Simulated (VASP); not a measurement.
# Si32C (a cell with a defect) in VASP: single point with PBE

Aim: the single point of Si32C (a cell with a defect) with PBE.

Everything below comes from runs of VASP 6.6.1. Logs are shortened: lines on timing, memory, paths and dates and some standing lists are left out, and cuts for length are marked.

## 1. The cell of the first run

The cell holds a defect, 33 atoms: a = 9.474 Å, b = 9.474 Å, c = 9.474 Å, α = 109.47°, β = 109.47°, γ = 109.47°.

## 2. Single point, PBE

INCAR reads:

```
  PREC = Accurate
  ENCUT = 520
  EDIFF = 1E-6
  ISMEAR = 0
  SIGMA = 0.02
  LREAL = Auto
  LASPH = True
  NELM = 100
  ALGO = Normal
  ISIF = 2
  LWAVE = False
  LCHARG = False
  GGA = PE
  NBANDS = 88
```

KPOINTS reads:

```
Automatic mesh
0
Gamma
  2 2 2
  0.5 0.5 0.5
```

POSCAR reads:

```
Si32C
1.0
   -5.4696767048      5.4696767048     -5.4696767048
    5.4696767048      5.4696767048      5.4696767048
    5.4696767048     -5.4696767048     -5.4696767048
Si C
32 1
Direct
    0.2549860943      0.7511514339      0.7583623720
    0.0011991568      0.0049865836      0.7581598006
    0.4996651809      0.7582230585      0.4999474645
    0.7465853505      0.2429376674      0.7413141980
    0.2367440655     -0.0133002376      0.5196287922
    0.4931772289      0.4967833835      0.7414918137
    0.0084406268      0.2499650480      0.5000985703
    0.7389119537      0.7502855692      0.2496836785
    0.5109202336      0.0356518329      0.2503112293
    0.7589565570      0.5089463510      0.5060668389
   -0.0320151463      0.7179619952     -0.0201383932
    0.2855971357      0.2609922994      0.2502629632
    0.0001119810      0.4890610806      0.2496892547
    0.7581208587      0.0001705768      0.0007675042
    0.5026405852      0.2526377837     -0.0068344990
    0.2500089263      0.5080778353      0.0009155020
    0.2499911007      0.4997680206      0.7508068980
    0.0071246441      0.7571293924      0.7576951479
    0.5103269628      0.5155051481      0.5042579569
    0.7496392788     -0.0002558652      0.7504406972
    0.2461293551      0.7384569908      0.5041634358
    0.4985531407      0.2485560068      0.7408535675
   -0.0115458378     -0.0037791996      0.5039440444
    0.7499716567      0.5000419856      0.2496894375
    0.4903707559      0.7690559656      0.2501286774
    0.7655916841      0.2603625547      0.5042811758
   -0.0080856698      0.4847468403     -0.0043412986
    0.1886880259     -0.0611601047      0.2502869134
    0.0189671174      0.2406430162      0.2501161538
    0.7349399639      0.7422129715     -0.0041457661
    0.5103662704      0.0057653316     -0.0045540169
    0.2557369613      0.2603231556     -0.0045677288
    0.3516162113      0.1016774903      0.2553748741
```

Potentials or basis: VASP PAW PBE potentials, release 64 (Si, C).

Command:

```bash
$ cat potpaw_PBE.64/Si/POTCAR potpaw_PBE.64/C/POTCAR > POTCAR
$ mpirun -np 1 vasp_std > vasp.out
```

OUTCAR:

```text
PREC = Accurate
   ENCUT = 520
   EDIFF = 1E-6
   ISMEAR = 0
   LREAL = Auto
   LASPH = True
   NELM = 100
   ISIF = 2
   GGA = PE

 ion  position               nearest neighbor table
   1  0.255  0.751  0.758-  21 2.34  17 2.34  31 2.36  18 2.37
   2  0.001  0.005  0.758-  23 2.34  20 2.34  32 2.36  18 2.37
   3  0.500  0.758  0.500-  20 2.34  19 2.35  21 2.36  25 2.38
   4  0.747  0.243  0.741-  20 2.34  27 2.34  26 2.37  22 2.37
   5  0.237  0.987  0.520-  28 2.29  21 2.34  23 2.34  22 2.38
   6  0.493  0.497  0.741-  17 2.34  30 2.34  19 2.37  22 2.37
   7  0.008  0.250  0.500-  17 2.34  26 2.35  23 2.36  29 2.38
   8  0.739  0.750  0.250-  30 2.37  23 2.37  24 2.41  25 2.42
   9  0.511  0.036  0.250-  33 1.82  26 2.33  31 2.33  25 2.47  28 2.88
  10  0.759  0.509  0.506-  18 2.36  26 2.37  19 2.37  24 2.37
  11  0.968  0.718  0.980-  28 2.29  27 2.34  30 2.34  18 2.38
  12  0.286  0.261  0.250-  33 1.82  19 2.33  32 2.33  29 2.47  28 2.88
  13  0.000  0.489  0.250-  27 2.37  21 2.37  24 2.41  29 2.42
  14  0.758  0.000  0.001-  20 2.34  31 2.35  30 2.36  29 2.38
  15  0.503  0.253  0.993-  22 2.36  31 2.37  32 2.37  24 2.37
  16  0.250  0.508  0.001-  17 2.34  32 2.35  27 2.36  25 2.38
  17  0.250  0.500  0.751-   1 2.34   6 2.34  16 2.34   7 2.34
  18  0.007  0.757  0.758-  10 2.36   1 2.37   2 2.37  11 2.38
  19  0.510  0.516  0.504-  12 2.33   3 2.35   6 2.37  10 2.37
  20  0.750  1.000  0.750-   2 2.34   4 2.34   3 2.34  14 2.34
  21  0.246  0.738  0.504-   5 2.34   1 2.34   3 2.36  13 2.37
  22  0.499  0.249  0.741-  15 2.36   4 2.37   6 2.37   5 2.38
  23  0.988  0.996  0.504-   5 2.34   2 2.34   7 2.36   8 2.37
  24  0.750  0.500  0.250-  10 2.37  15 2.37  13 2.41   8 2.41
  25  0.490  0.769  0.250-  16 2.38   3 2.38   8 2.42   9 2.47
  26  0.766  0.260  0.504-   9 2.33   7 2.35   4 2.37  10 2.37
  27  0.992  0.485  0.996-  11 2.34   4 2.34  16 2.36  13 2.37
  28  0.189  0.939  0.250-  33 1.75   5 2.29  11 2.29  12 2.88   9 2.88
  29  0.019  0.241  0.250-  14 2.38   7 2.38  13 2.42  12 2.47
  30  0.735  0.742  0.996-  11 2.34   6 2.34  14 2.36   8 2.37
  31  0.510  0.006  0.995-   9 2.33  14 2.35   1 2.36  15 2.37
  32  0.256  0.260  0.995-  12 2.33  16 2.35   2 2.36  15 2.37
  33  0.352  0.102  0.255-  28 1.75   9 1.82  12 1.82

  LATTYP: Found a body centered cubic cell.
 ALAT       =    10.9393534096

  Lattice vectors:

 A1 = (  -5.4696767048,   5.4696767048,  -5.4696767048)
 A2 = (   5.4696767048,   5.4696767048,   5.4696767048)
 A3 = (   5.4696767048,  -5.4696767048,  -5.4696767048)

Analysis of symmetry for initial positions (statically):
=====================================================================
 Subroutine PRICEL returns:
 Original cell was already a primitive cell.

[... 170 lines left out ...]
   POTIM  = 0.5000    time-step for ionic-motion
   TEBEG  =    0.0;   TEEND  =   0.0 temperature during run
   PSTRESS=    0.0 pullay stress
   NELECT =     132.0000    total number of electrons
   NUPDOWN=      -1.0000    fix difference up-down
   EMIN   =  10.00;   EMAX   =-10.00  energy-range for DOS
   EFERMI =   0.00;   METHOD = LEGACY
   ISMEAR =     0;   SIGMA  =   0.02  broadening in eV -4-tet -1-fermi 0-gaus
   EFERMI_NEDOS =   21; number of points for ismear=-14 and -15
   IALGO  =     38    algorithm
   IMIX   =      4    mixing-type and parameters
     AMIX     =   0.40;   BMIX     =  1.00
     AMIX_MAG =   1.60;   BMIX_MAG =  1.00
  volume/ion in A,a.u.               =      19.83       133.85
  Fermi-wavevector in a.u.,A,eV,Ry     =   0.960029  1.814192 12.539895  0.921656
  Thomas-Fermi vector in A             =   2.089278
   LORBIT       =      0    0 simple, 1 ext, 2 COOP (PROOUT), +10 PAW based schemes
   GGA     = PE    functional components
   LHFCALC =     F    Hartree Fock is set to
   AEXX    =    0.0000 exact exchange contribution
   IVDW    =     0    specifies the selected vdW correction
   LEPSILON=     F    determine dielectric tensor
   LRPA    =     F    only Hartree local field effects (RPA)
 non-spin polarized calculation
 Gauss-broadening in eV      SIGMA  =   0.02
  energy-cutoff  :      520.00
  volume of cell :      654.55
 maximum number of plane-waves:     17628
 NGX is ok and might be reduce to    70
   NGX = 35   NGY = 35   NGZ = 35

 number of electron     132.0000001 magnetization

 Free energy of the ion-electron system (eV)
  ---------------------------------------------------
  ext. energy  EPLUGINS =         0.00000000
  ---------------------------------------------------
  free energy    TOTEN  =      -179.30878454 eV

  energy without entropy =     -179.30878452  energy(sigma->0) =     -179.30878453

 E-fermi :   6.1410     XC(G=0):  -9.4010

 val. band max:        6.0699170325   @ k =   0.2500   0.2500  -0.2500
 cond. band min:       6.2121032561   @ k =   0.2500   0.2500  -0.2500
 fundamental gap:      0.1421862236
 Fermi energy:         6.1410098655

 k-point     1 :       0.2500    0.2500    0.2500
  band No.  band energies     occupation
      1      -7.0091      2.00000
      2      -5.4286      2.00000
      3      -5.4212      2.00000
      4      -5.3851      2.00000
      5      -4.7072      2.00000
      6      -3.7354      2.00000
[... 313 lines left out ...]
     77       7.9519      0.00000
     78       7.9674      0.00000
 [bands above 78 left out]

------------------------ aborting loop because EDIFF is reached ----------------------------------------

  FORCE on cell =-STRESS in cart. coord.  units (eV):
  Direction    XX          YY          ZZ          XY          YZ          ZX
  --------------------------------------------------------------------------------------
  -------------------------------------------------------------------------------------
  Total       -0.3612553     13.6336084     -0.3575396     -0.0169105      0.0358090     -4.0978373
  in kB       -0.8842598     33.3715544     -0.8751647     -0.0413925      0.0876512    -10.0304479
  external PRESSURE =      10.5373766 kB  Pullay stress =       0.0000000 kB

 VOLUME and BASIS-vectors are now :
 -----------------------------------------------------------------------------
  energy-cutoff  :      520.00
  volume of cell :      654.55
      direct lattice vectors                 reciprocal lattice vectors
    -5.469676705  5.469676705 -5.469676705     0.000000000  0.091413081 -0.091413081
     5.469676705  5.469676705  5.469676705     0.091413081  0.091413081  0.000000000
     5.469676705 -5.469676705 -5.469676705     0.091413081  0.000000000 -0.091413081

 POSITION                                       TOTAL-FORCE (eV/Angst)
 -----------------------------------------------------------------------------------
      6.86186      1.35525     -1.43413        -0.005984      0.007882      0.000400
      4.16760     -4.11305     -4.12617         0.000111     -0.001766      0.005296
      4.14878      4.14569     -1.32032         0.003498     -0.000394     -0.001152
      1.29996      1.35762     -6.80954         0.002645      0.004376     -0.006042
      6.94422      3.84964      1.25981        -0.001345      0.003645      0.009104
      4.07545      1.35904     -4.03600         0.008079      0.001079     -0.000315
[... 25 lines left out ...]
      5.46978     -2.62201     -5.41961         0.001439      0.003374     -0.001780
      0.02973      1.08255     -2.76390         0.003295      0.009175      0.000553
 -----------------------------------------------------------------------------------
    total drift:                                0.005124     -0.001208     -0.007880

  FREE ENERGIE OF THE ION-ELECTRON SYSTEM (eV)
  ---------------------------------------------------
  free  energy   TOTEN  =      -179.3087845398 eV

  energy  without entropy=     -179.3087845214  energy(sigma->0) =     -179.30878453
```

OSZICAR:

```text
N       E                     dE             d eps       ncg     rms          rms(c)
DAV:   1     0.348158383503E+03    0.34816E+03   -0.50692E+04   704   0.124E+03
DAV:   2    -0.148384324037E+03   -0.49654E+03   -0.47046E+03   856   0.183E+02
DAV:   3    -0.184468767877E+03   -0.36084E+02   -0.35467E+02   864   0.445E+01
DAV:   4    -0.185583200107E+03   -0.11144E+01   -0.11071E+01   848   0.940E+00
DAV:   5    -0.185618712419E+03   -0.35512E-01   -0.35466E-01   840   0.162E+00    0.216E+01
DAV:   6    -0.179574030756E+03    0.60447E+01   -0.13092E+01  1160   0.116E+01    0.128E+01
DAV:   7    -0.179483760531E+03    0.90270E-01   -0.88849E+00   792   0.631E+00    0.604E+00
DAV:   8    -0.179304460315E+03    0.17930E+00   -0.82407E-01   832   0.234E+00    0.171E+00
DAV:   9    -0.179300566004E+03    0.38943E-02   -0.12394E-01   880   0.989E-01    0.568E-01
DAV:  10    -0.179307272719E+03   -0.67067E-02   -0.33944E-02   792   0.437E-01    0.343E-01
DAV:  11    -0.179308566661E+03   -0.12939E-02   -0.87698E-03  1008   0.229E-01    0.131E-01
DAV:  12    -0.179308679005E+03   -0.11234E-03   -0.33717E-03   896   0.140E-01    0.590E-02
DAV:  13    -0.179308765737E+03   -0.86732E-04   -0.41672E-04   784   0.579E-02    0.217E-02
DAV:  14    -0.179308786172E+03   -0.20435E-04   -0.12565E-04   920   0.273E-02    0.156E-02
DAV:  15    -0.179308784926E+03    0.12458E-05   -0.46474E-05  1096   0.150E-02    0.621E-03
DAV:  16    -0.179308784259E+03    0.66773E-06   -0.11837E-05   912   0.812E-03    0.178E-03
DAV:  17    -0.179308784540E+03   -0.28114E-06   -0.10762E-06   504   0.283E-03
   1 F= -.17930878E+03 E0= -.17930878E+03  d E =-.183596E-07
```

It took 8 min on 1 thread of Intel Xeon 6975P-C, shared host; peak memory 0.73 GiB.

Results:

| Property | Result |
| --- | --- |
| Free energy | -179.3088 eV |
| Pressure | 1.1 GPa |
| Largest force | 0.018 eV/Å |
| Band gap on the k mesh | 0.14 eV |

Forces in eV/Å, atoms in the order of the input:
```
Si  -0.006  0.008  0.000
Si   0.000 -0.002  0.005
Si   0.003  0.000 -0.001
Si   0.003  0.004 -0.006
Si  -0.001  0.004  0.009
Si   0.008  0.001  0.000
Si  -0.005 -0.005 -0.003
Si   0.006 -0.001 -0.003
Si   0.011 -0.004  0.013
Si  -0.006  0.001  0.009
Si   0.007  0.001 -0.003
Si  -0.010 -0.011 -0.011
Si  -0.003  0.008 -0.009
Si  -0.006 -0.002  0.001
Si   0.006  0.003 -0.004
Si  -0.004  0.001  0.006
Si  -0.004  0.001  0.006
Si   0.003 -0.002  0.001
Si   0.001  0.000  0.001
Si   0.000  0.001 -0.003
Si  -0.003  0.000  0.000
Si   0.002 -0.005  0.001
Si   0.006 -0.001 -0.004
Si   0.005 -0.005  0.002
Si  -0.010 -0.001 -0.011
Si  -0.001 -0.003  0.001
Si  -0.003  0.000  0.000
Si  -0.005 -0.002 -0.006
Si   0.003 -0.004  0.002
Si  -0.007  0.000  0.009
Si   0.004  0.000 -0.003
Si   0.001  0.003 -0.002
C    0.003  0.009  0.001
```

Stress tensor (GPa, compression positive):
```
-0.09  0.00 -1.00
 0.00  3.34  0.01
-1.00  0.01 -0.09
```
